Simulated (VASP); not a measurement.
A run of VASP 6.6.1 is set up as follows.

File POSCAR:

```
HgTe
1.0
   -3.0456030000      3.0456030000      1.5594100000
    3.0456030000     -3.0456030000      1.5594100000
    3.0456030000      3.0456030000     -1.5594100000
Hg Te
1 1
Direct
    0.2500000000      0.7500000000      0.5000000000
    0.0000000000      0.0000000000      0.0000000000
```

INCAR.step1

```
PREC = Accurate ; ENCUT = 520
ISMEAR = 0 ; SIGMA = 0.1
LREAL = F ; LASPH = T
NELM = 100 ; NBANDS = 16
GGA = PE ; ALGO = Normal
EDIFF = 1E-4 ; LWAVE = T
LCHARG = F
```

Contents of INCAR.step2:

```
PREC = Accurate ; ENCUT = 520
EDIFF = 1E-6 ; ISMEAR = 0
SIGMA = 0.1 ; LREAL = F
LASPH = T ; NELM = 100
ALGO = Normal ; ISIF = 2
LWAVE = F ; LCHARG = T
METAGGA = R2SCAN ; LMIXTAU = T
LELF = T ; LVHAR = T
NBANDS = 16 ; ISTART = 1
```

The input KPOINTS:

```
Automatic mesh
0
Gamma
  6 6 6
```

Potentials or basis: VASP PAW PBE potentials, release 64 (Hg, Te).

Launch:

```bash
$ cat potpaw_PBE.64/Hg/POTCAR potpaw_PBE.64/Te/POTCAR > POTCAR
$ cp INCAR.step1 INCAR
$ mpirun -np 1 vasp_std > vasp.out
$ cp INCAR.step2 INCAR
$ mpirun -np 1 vasp_std > vasp.out
```

Task: Predict the band gap on the k mesh.

Result: Zero (band 9 reaches 5.86 eV, above the bottom of band 10 at 1.97 eV).

Task: What does it give for the pressure?

Result: -0.9 GPa.

Stress tensor (GPa, compression positive):
```
-0.83  0.00  0.00
 0.00 -0.83  0.00
 0.00  0.00 -1.01
```

Caveat: the k points lie up to 0.38 Å⁻¹ apart; the PAW data sets were made with another functional, which shifts forces and pressure a little; spin-orbit coupling is left out, which moves the levels of the heavy elements.
